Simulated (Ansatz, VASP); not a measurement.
# Two plane-wave programs on AlN

```
Al N
1.0
     0.00000    2.18399    2.18399
     2.18399    0.00000    2.18399
     2.18399    2.18399    0.00000
Al N
1 1
Direct
  0.00000 0.00000 0.00000
  0.72711 0.77289 0.77289
```

Alike in both runs: task single point; functional PBEsol; k mesh 6 × 6 × 6; no spin polarisation.

```csv
,VASP,Ansatz
version,VASP 6.6.1,Ansatz 0.2.0
potentials or method,"VASP PAW PBE potentials, release 64 (Al, N), cutoff 520 eV","plane waves, PAW"
occupations,"gaussian, width 0.01 eV",fixed
valence electrons in the cell,8,8
```

|  | VASP | Ansatz | Ansatz less VASP |
| --- | --- | --- | --- |
| rms of the force components (eV/Å) | 0.839 | 0.831 | -0.0078 |

VASP's potentials were made for PBE, not for PBEsol. Atom by atom the forces differ by 0.008 eV/Å (rms over components).
